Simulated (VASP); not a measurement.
# CoO (I4/mmm) in VASP: settings compared

Aim: see how the results for CoO move with the level of theory and the settings. Levels: BLYP+D4, LDA, PBE, PBEsol. Tasks: single point.

All numbers are computed with VASP 6.6.1; they aren't measurements. Logs are shortened: lines on timing, memory, paths and dates and some standing lists are left out, and cuts for length are marked.

## Step 1: The cell of the first run

Symmetry: I4/mmm, No. 139, tetragonal system. The conventional cell has a = 3.016 Å, b = 3.016 Å, c = 4.214 Å, α = 90.00°, β = 90.00°, γ = 90.00°. Co (site symmetry 4/mmm) has 6 O at 2.11 to 2.13 Å within 2.8 Å. Within 2.8 Å of O (site symmetry 4/mmm) lie 6 Co at 2.11 to 2.13 Å.

## Step 2: Single point, BLYP+D4, collinear spin, ferromagnetic start

Input file INCAR:

```
AGGAC = 1.0 ; AGGAX = 1.0
ALDAC = 0.0 ; ALDAX = 1.0
ALGO = Normal ; EDIFF = 1E-7
ENCUT = 520 ; GGA = B5
ISIF = 2 ; ISMEAR = 0
ISPIN = 2 ; IVDW = 13
LASPH = True ; LCHARG = False
LMAXMIX = 4 ; LORBIT = 11
LREAL = False ; LWAVE = False
MAGMOM = 2 0 ; NBANDS = 18
NELM = 150 ; PREC = Accurate
SIGMA = 0.01 ; VDW_A1 = 0.44488865
VDW_A2 = 4.0933009 ; VDW_S6 = 1.0
VDW_S8 = 2.34076671
```

Input file KPOINTS:

```
k-points
0
Gamma
  12 12 12
```

Input file POSCAR:

```
CoO
1.0
   -1.5080000000      1.5080000000      2.1072475377
    1.5080000000     -1.5080000000      2.1072475377
    1.5080000000      1.5080000000     -2.1072475377
Co O
1 1
Direct
    0.0000000000      0.0000000000      0.0000000000
    0.5000000000      0.5000000000      0.0000000000
```

Potentials or basis: VASP PAW PBE potentials, release 64 (Co, O).

On the command line:

```bash
> cat potpaw_PBE.64/Co/POTCAR potpaw_PBE.64/O/POTCAR > POTCAR
> mpirun -np 1 vasp_std > vasp.out
```

OUTCAR:

```text
EDIFF = 1E-7
   ENCUT = 520
   GGA = B5
   ISIF = 2
   ISMEAR = 0
   ISPIN = 2
   IVDW = 13
   LASPH = True
   LORBIT = 11
   LREAL = False
   NELM = 150
   PREC = Accurate

 ion  position               nearest neighbor table
   1  0.000  0.000  0.000-   2 2.11   2 2.11   2 2.13   2 2.13   2 2.13   2 2.13
   2  0.500  0.500  0.000-   1 2.11   1 2.11   1 2.13   1 2.13   1 2.13   1 2.13

  LATTYP: Found a body centered tetragonal cell.
 ALAT       =     3.0160000000
 C/A-ratio  =     1.3973790038

  Lattice vectors:

 A1 = (  -1.5080000000,   1.5080000000,   2.1072475377)
 A2 = (   1.5080000000,  -1.5080000000,   2.1072475377)
 A3 = (   1.5080000000,   1.5080000000,  -2.1072475377)

Analysis of symmetry for initial positions (statically):
=====================================================================
 Subroutine PRICEL returns:
 Original cell was already a primitive cell.

 Routine SETGRP: Setting up the symmetry group for a
 body centered tetragonal supercell.

 Subroutine GETGRP returns: Found 16 space group operations
 (whereof 16 operations were pure point group operations)
 out of a pool of 16 trial point group operations.

The static configuration has the point symmetry D_4h.

Analysis of symmetry for dynamics (positions and initial velocities):
=====================================================================
 Subroutine PRICEL returns:
 Original cell was already a primitive cell.

 Routine SETGRP: Setting up the symmetry group for a
 body centered tetragonal supercell.

 Subroutine GETGRP returns: Found 16 space group operations
 (whereof 16 operations were pure point group operations)
 out of a pool of 16 trial point group operations.

The dynamic configuration has the point symmetry D_4h.

Analysis of structural, dynamic, and magnetic symmetry:
=====================================================================
 Subroutine PRICEL returns:
 Original cell was already a primitive cell.

 Routine SETGRP: Setting up the symmetry group for a
 body centered tetragonal supercell.

 Subroutine GETGRP returns: Found 16 space group operations
 (whereof 16 operations were pure point group operations)
 out of a pool of 16 trial point group operations.

The overall configuration has the point symmetry D_4h.

 Subroutine INISYM returns: Found 16 space group operations
 (whereof 16 operations are pure point group operations),
 and found     1 'primitive' translations

----------------------------------------------------------------------------------------

                                     Primitive cell

  volume of cell :      19.1681

  direct lattice vectors                    reciprocal lattice vectors
    -1.508000000  1.508000000  2.107247538     0.000000000  0.331564987  0.237276348
     1.508000000 -1.508000000  2.107247538     0.331564987  0.000000000  0.237276348
     1.508000000  1.508000000 -2.107247538     0.331564987  0.331564987  0.000000000

  length of vectors
     2.998102764  2.998102764  2.998102764     0.407719764  0.407719764  0.468903701

  position of ions in fractional coordinates (direct lattice)
     0.000000000  0.000000000  0.000000000
     0.500000000  0.500000000  0.000000000

  ion indices of the primitive-cell ions
   primitive index   ion index
                 1           1
                 2           2

----------------------------------------------------------------------------------------

 KPOINTS: k-points

Automatic generation of k-mesh.
 Grid dimensions read from file:
 generate k-points for:   12   12   12

 Generating k-lattice:

  Cartesian coordinates                     Fractional coordinates (reciprocal lattice)
     0.000000000  0.027630416  0.019773029     0.083333333  0.000000000 -0.000000000
     0.027630416  0.000000000  0.019773029     0.000000000  0.083333333 -0.000000000
     0.027630416  0.027630416  0.000000000     0.000000000  0.000000000  0.083333333

  Length of vectors
     0.033976647  0.033976647  0.039075308

  Shift w.r.t. Gamma in fractional coordinates (k-lattice)
     0.000000000  0.000000000  0.000000000

 Subroutine IBZKPT returns following result:
 ===========================================

 Found    163 irreducible k-points:

 Following reciprocal coordinates:
            Coordinates               Weight
  0.000000  0.000000  0.000000      1.000000
  0.083333  0.000000 -0.000000      8.000000
  0.166667  0.000000 -0.000000      8.000000
  0.250000  0.000000 -0.000000      8.000000
  0.333333  0.000000 -0.000000      8.000000
  0.416667  0.000000 -0.000000      8.000000
[... 16 lines left out ...]
  0.500000  0.166667 -0.000000     16.000000
 -0.416667  0.166667  0.000000     16.000000
 [... further k-points ...]
   k-points           NKPTS =    163   k-points in BZ     NKDIM =    163   number of bands    NBANDS=     18
   number of dos      NEDOS =    301   number of ions     NIONS =      2
   total plane-waves  NPLWV =  13824
   dimension x,y,z NGX =    24 NGY =   24 NGZ =   24
   dimension x,y,z NGXF=    48 NGYF=   48 NGZF=   48
   ions per type =               1   1
   NGX,Y,Z   is equivalent  to a cutoff of  13.31, 13.31, 13.31 a.u.
   NGXF,Y,Z  is equivalent  to a cutoff of  26.62, 26.62, 26.62 a.u.
 SYSTEM =  unknown system
   PREC   = accura    normal or accurate (medium, high low for compatibility)
   ISTART =      0    job   : 0-new  1-cont  2-samecut
   ICHARG =      2    charge: 1-file 2-atom 10-const
   ISPIN  =      2    spin polarized calculation?
   LNONCOLLINEAR =      F non collinear calculations
   LSORBIT =      F    spin-orbit coupling
   LASPH  =      T    aspherical Exc in radial PAW
   ENCUT  =  520.0 eV  38.22 Ry    6.18 a.u.   5.57  5.57  5.57*2*pi/ulx,y,z
   NELM   =    150;   NELMIN=  2; NELMDL= -5     # of ELM steps
   EDIFF  = 0.1E-06   stopping-criterion for ELM
   LREAL  =      F    real-space projection
   EDIFFG = 0.1E-05   stopping-criterion for IOM
   NSW    =      0    number of steps for IOM
   IBRION =     -1    ionic relax: 0-MD 1-quasi-New 2-CG
   NFREE  =      0    steps in history (QN), initial steepest desc. (CG)
   ISIF   =      2    stress and relaxation
   ISYM   =      2    0-nonsym 1-usesym 2-fastsym
   POTIM  = 0.5000    time-step for ionic-motion
   TEBEG  =    0.0;   TEEND  =   0.0 temperature during run
   PSTRESS=    0.0 pullay stress
   NELECT =      15.0000    total number of electrons
   NUPDOWN=      -1.0000    fix difference up-down
   EMIN   =  10.00;   EMAX   =-10.00  energy-range for DOS
   EFERMI =   0.00;   METHOD = LEGACY
   ISMEAR =     0;   SIGMA  =   0.01  broadening in eV -4-tet -1-fermi 0-gaus
   EFERMI_NEDOS =   21; number of points for ismear=-14 and -15
   IALGO  =     38    algorithm
   IMIX   =      4    mixing-type and parameters
     AMIX     =   0.40;   BMIX     =  1.00
     AMIX_MAG =   1.60;   BMIX_MAG =  1.00
  volume/ion in A,a.u.               =       9.58        64.68
  Fermi-wavevector in a.u.,A,eV,Ry     =   1.508618  2.850874 30.965868  2.275927
  Thomas-Fermi vector in A             =   2.619048
   LORBIT       =     11    0 simple, 1 ext, 2 COOP (PROOUT), +10 PAW based schemes
   GGA     = B5    functional components
   LHFCALC =     F    Hartree Fock is set to
   AEXX    =    0.0000 exact exchange contribution
   IVDW    =    13    specifies the selected vdW correction
   LEPSILON=     F    determine dielectric tensor
   LRPA    =     F    only Hartree local field effects (RPA)
 spin polarized calculation
 Gauss-broadening in eV      SIGMA  =   0.01
  energy-cutoff  :      520.00
  volume of cell :       19.17
 maximum number of plane-waves:       533
 NGX is ok and might be reduce to    24
   NGX = 11   NGY = 11   NGZ = 11

 number of electron      15.0000006 magnetization       2.7232467

 Free energy of the ion-electron system (eV)
  ---------------------------------------------------
  ext. energy  EPLUGINS =         0.00000000
  ---------------------------------------------------
  free energy    TOTEN  =       -12.09167675 eV

  energy without entropy =      -12.09150006  energy(sigma->0) =      -12.09158841

 E-fermi :   8.3294     XC(G=0): -11.8727

 val. band max:        8.3262591978   @ k =   0.1667   0.1667   0.1667
 cond. band min:       8.3303961372   @ k =  -0.3333   0.4167   0.0833
 fundamental gap:      0.0041369394
 Fermi energy:         8.3294043947

 spin component 1

 k-point     1 :       0.0000    0.0000    0.0000
  band No.  band energies     occupation
      1     -11.7986      1.00000
      2       5.1612      1.00000
      3       5.1983      1.00000
      4       5.1983      1.00000
      5       5.3049      1.00000
      6       5.3152      1.00000
[... 10 lines left out ...]
     17      30.3114      0.00000
     18      33.5004      0.00000

 k-point     2 :       0.0833    0.0000   -0.0000
  band No.  band energies     occupation
      1     -11.7272      1.00000
      2       4.4620      1.00000
      3       4.4883      1.00000
      4       4.4956      1.00000
      5       5.4381      1.00000
      6       5.5034      1.00000
[... 10 lines left out ...]
     17      31.1038      0.00000
     18      34.5953      0.00000

 k-point     3 :       0.1667    0.0000   -0.0000
  band No.  band energies     occupation
      1     -11.5253      1.00000
      2       3.3590      1.00000
      3       3.7759      1.00000
      4       3.8073      1.00000
      5       5.5709      1.00000
      6       5.6338      1.00000
[... 412 lines left out ...]
 k-point    23 :       0.5000    0.1667   -0.0000
  band No.  band energies     occupation
      1     -10.5752      1.00000
      2       0.8314      1.00000
      3       2.3778      1.00000
      4       2.6622      1.00000
      5       5.8895      1.00000
      6       6.2301      1.00000
[... 10 lines left out ...]
     17      35.5861      0.00000
     18      37.1477      0.00000

 k-point    24 :      -0.4167    0.1667    0.0000
  band No.  band energies     occupation
      1     -10.7485      1.00000
      2       1.1604      1.00000
      3       2.6225      1.00000
      4       2.9804      1.00000
      5       5.6628      1.00000
      6       6.1613      1.00000
[... 10 lines left out ...]
     17      36.0034      0.00000
     18      37.4588      0.00000

 [... further k-points ...]

 spin component 2

 k-point     1 :       0.0000    0.0000    0.0000
  band No.  band energies     occupation
      1     -11.3641      1.00000
      2       5.6294      1.00000
      3       5.6907      1.00000
      4       5.6907      1.00000
      5       7.1947      1.00000
      6       7.1948      1.00000
[... 10 lines left out ...]
     17      31.1171      0.00000
     18      34.2671      0.00000

 k-point     2 :       0.0833    0.0000   -0.0000
  band No.  band energies     occupation
      1     -11.2908      1.00000
      2       5.0863      1.00000
      3       5.4040      1.00000
      4       5.4421      1.00000
      5       7.2881      1.00000
      6       7.3015      1.00000
[... 10 lines left out ...]
     17      31.7818      0.00000
     18      35.3771      0.00000

 k-point     3 :       0.1667    0.0000   -0.0000
  band No.  band energies     occupation
      1     -11.0836      1.00000
      2       3.9413      1.00000
      3       4.8914      1.00000
      4       4.9319      1.00000
      5       7.4827      1.00000
      6       7.4844      1.00000
[... 412 lines left out ...]
 k-point    23 :       0.5000    0.1667   -0.0000
  band No.  band energies     occupation
      1     -10.0959      1.00000
      2       1.3135      1.00000
      3       3.3746      1.00000
      4       3.7896      1.00000
      5       7.8054      1.00000
      6       8.2257      1.00000
[... 10 lines left out ...]
     17      35.8822      0.00000
     18      37.5875      0.00000

 k-point    24 :      -0.4167    0.1667    0.0000
  band No.  band energies     occupation
      1     -10.2760      1.00000
      2       1.6965      1.00000
      3       3.6232      1.00000
      4       4.0396      1.00000
      5       7.4765      1.00000
      6       8.2304      1.00000
[... 10 lines left out ...]
     17      36.3696      0.00000
     18      37.8228      0.00000

 [... further k-points ...]

------------------------ aborting loop because EDIFF is reached ----------------------------------------

  DFT-D4 for vdW energy calculation

  Edisp (eV):   -1.05862

  FORCE on cell =-STRESS in cart. coord.  units (eV):
  Direction    XX          YY          ZZ          XY          YZ          ZX
  --------------------------------------------------------------------------------------
  -------------------------------------------------------------------------------------
  Total      -0.11515    -0.11515    -0.13228     0.00000    -0.00000     0.00000
  in kB      -9.62453    -9.62453   -11.05677     0.00000    -0.00000     0.00000
  external pressure =      -10.10 kB  Pullay stress =        0.00 kB

 VOLUME and BASIS-vectors are now :
 -----------------------------------------------------------------------------
  energy-cutoff  :      520.00
  volume of cell :       19.17
      direct lattice vectors                 reciprocal lattice vectors
    -1.508000000  1.508000000  2.107247538     0.000000000  0.331564987  0.237276348
     1.508000000 -1.508000000  2.107247538     0.331564987  0.000000000  0.237276348
     1.508000000  1.508000000 -2.107247538     0.331564987  0.331564987  0.000000000

 POSITION                                       TOTAL-FORCE (eV/Angst)
 -----------------------------------------------------------------------------------
      0.00000      0.00000      0.00000        -0.000000     -0.000000     -0.000000
      0.00000      0.00000      2.10725         0.000000      0.000000      0.000000
 -----------------------------------------------------------------------------------
    total drift:                               -0.000000      0.000000     -0.000000

  FREE ENERGIE OF THE ION-ELECTRON SYSTEM (eV)
  ---------------------------------------------------
  free  energy   TOTEN  =       -13.1502991491 eV

  energy  without entropy=      -13.1501224564  energy(sigma->0) =      -13.15021080

 total charge

# of ion       s       p       d       tot
------------------------------------------
    1        0.289   0.351   7.192   7.832
    2        1.550   3.443   0.000   4.993
--------------------------------------------------
tot          1.839   3.794   7.192  12.825

 magnetization (x)

# of ion       s       p       d       tot
------------------------------------------
    1        0.019   0.016   2.381   2.416
    2        0.028   0.232   0.000   0.260
--------------------------------------------------
tot          0.047   0.247   2.381   2.676
```

It took 2 min on 1 thread of AMD EPYC 9R45 (Zen 5), shared host; peak memory 0.19 GiB.

Results:

```yaml
Free_energy: -13.1503 eV
Pressure: -1.0 GPa
Net_moment: 2.72 μB per cell
Site_moments: Co +2.42; O +0.26 μB
Valence_electrons_inside_the_program's_atomic_spheres: Co 7.83; O 4.99
Dispersion_energy_per_atom: -0.529 eV
```

Stress tensor (GPa, compression positive):
```
-0.96  0.00  0.00
 0.00 -0.96  0.00
 0.00  0.00 -1.11
```

Levels at points of the mesh, in eV from the Fermi level:
Spin up:
```tsv
k point	band 5	band 6	band 7	band 8	band 9	band 10	band 11	band 12	band 13	band 14
(0.00, 0.00, 0.00)	-3.02	-3.01	-2.93	-2.93	-2.81	1.38	17.63	18.58	18.58	18.63
(0.50, 0.00, 0.00)	-2.18	-2.14	-1.63	0.22	0.30	5.54	9.56	13.62	13.89	21.05
(0.50, 0.50, 0.00)	-3.75	-2.68	-2.15	-1.90	-1.83	6.10	10.12	12.32	16.00	16.20
(0.50, 0.50, 0.50)	-3.67	-2.64	-2.16	-1.91	-1.91	6.10	10.28	12.19	15.95	15.95
```
Spin down:
```tsv
k point	band 3	band 4	band 5	band 6	band 7	band 8	band 9	band 10
(0.00, 0.00, 0.00)	-2.64	-2.64	-1.13	-1.13	-1.09	0.03	0.09	1.86
(0.50, 0.00, 0.00)	-4.73	-4.68	-0.18	-0.14	0.14	2.68	2.72	5.80
(0.50, 0.50, 0.00)	-3.91	-3.81	-2.18	0.07	0.11	0.51	1.03	6.81
(0.50, 0.50, 0.50)	-3.89	-3.89	-2.19	0.09	0.09	0.58	0.98	6.81
```

Caveat: the PAW data sets were made with another functional, which shifts forces and pressure a little; a cell with one magnetic atom can't hold antiferromagnetic order, which such compounds often take; semilocal functionals often make such compounds metallic where correlation or magnetic order opens a gap, which also shifts bond lengths; pairwise dispersion overbinds metals, which lowers pressure and volume.

## Step 3: Single point, LDA, collinear spin, ferromagnetic start

This run uses another cell than the first one, of 9.20 Å³/atom, 0.960 times its volume.

Input file INCAR:

```
SYSTEM = CoO
PREC     = Accurate       ! precision mode
ENCUT    = 520            ! plane-wave cutoff, eV
EDIFF    = 1E-6           ! SCF threshold, eV
ISMEAR   = -1             ! smearing method
SIGMA    = 0.05           ! smearing width, eV
LREAL    = .False.        ! projectors in reciprocal space
LASPH    = .True.         ! aspherical terms in the spheres
NELM     = 150            ! most SCF steps
ALGO     = Normal         ! electronic algorithm
ISIF     = 2              ! what is computed and relaxed
LWAVE    = .False.        ! write WAVECAR
LCHARG   = .False.        ! write CHGCAR
ISPIN    = 2              ! spin polarisation
MAGMOM   = 2 0            ! initial moments
LORBIT   = 11             ! projections on sites
LMAXMIX  = 4              ! l up to which the mixer works
NBANDS   = 18             ! bands
```

Input file KPOINTS:

```
Automatic mesh
0
Gamma
  12 12 12
  0 0 0
```

Input file POSCAR:

```
CoO
1.0
   -1.4876191232      1.4876191232      2.0787677284
    1.4876191232     -1.4876191232      2.0787677284
    1.4876191232      1.4876191232     -2.0787677284
Co O
1 1
Direct
    0.0000000000      0.0000000000      0.0000000000
    0.5000000000      0.5000000000      0.0000000000
```

Potentials or basis: VASP PAW LDA potentials, release 64 (Co, O).

On the command line:

```bash
> cat potpaw_LDA.64/Co/POTCAR potpaw_LDA.64/O/POTCAR > POTCAR
> mpirun -np 1 vasp_std > vasp.out
```

It took 37 s on 1 thread of Intel Xeon 6975P-C (Granite Rapids), shared host; peak memory 0.2 GiB.

Results (log left out):

| Quantity | Value |
| --- | --- |
| Free energy | -14.7658 eV |
| Pressure | -15.4 GPa |
| Net moment | 2.44 μB per cell |
| Site moments | Co +2.17; O +0.23 μB |
| Valence electrons inside the program's atomic spheres | Co 7.94; O 4.94 |

Stress tensor (GPa, compression positive):
```
-15.43   0.00   0.00
  0.00 -15.43   0.00
  0.00   0.00 -15.30
```

Levels at points of the mesh, in eV from the Fermi level:
Spin up:
```
           k point  band 5  band 6  band 7  band 8  band 9  band 10  band 11  band 12  band 13  band 14
(0.00, 0.00, 0.00)   -2.91   -2.91   -2.84   -2.83   -2.83     1.23    16.78    18.37    18.37    18.39
(0.50, 0.00, 0.00)   -2.02   -2.02   -1.52    0.42    0.50     5.02     9.60    13.42    13.71    21.01
(0.50, 0.50, 0.00)   -3.91   -2.43   -1.81   -1.71   -1.71     6.10     9.81    11.89    16.01    16.22
(0.50, 0.50, 0.50)   -3.88   -2.40   -1.80   -1.73   -1.73     6.10     9.97    11.74    15.97    15.97
```
Spin down:
| k point | band 2 | band 3 | band 4 | band 5 | band 6 | band 7 | band 8 | band 9 | band 10 | band 11 |
| --- | --- | --- | --- | --- | --- | --- | --- | --- | --- | --- |
| (0.00, 0.00, 0.00) | -3.14 | -3.09 | -3.09 | -1.25 | -1.25 | -1.18 | -0.58 | -0.58 | 1.68 | 16.87 |
| (0.50, 0.00, 0.00) | -8.26 | -5.35 | -5.31 | -0.18 | -0.16 | 0.15 | 2.27 | 2.35 | 5.33 | 10.22 |
| (0.50, 0.50, 0.00) | -7.03 | -4.43 | -4.33 | -2.48 | -0.09 | 0.15 | 0.16 | 0.52 | 6.74 | 10.23 |
| (0.50, 0.50, 0.50) | -7.01 | -4.42 | -4.42 | -2.47 | -0.05 | 0.15 | 0.15 | 0.52 | 6.74 | 10.37 |

Caveat: a cell with one magnetic atom can't hold antiferromagnetic order, which such compounds often take; semilocal functionals often make such compounds metallic where correlation or magnetic order opens a gap, which also shifts bond lengths. With open d or f shells a metallic result of LDA can be an artefact of self-interaction; +U or a hybrid may open a gap.

(Continued in part 2 of 3.)
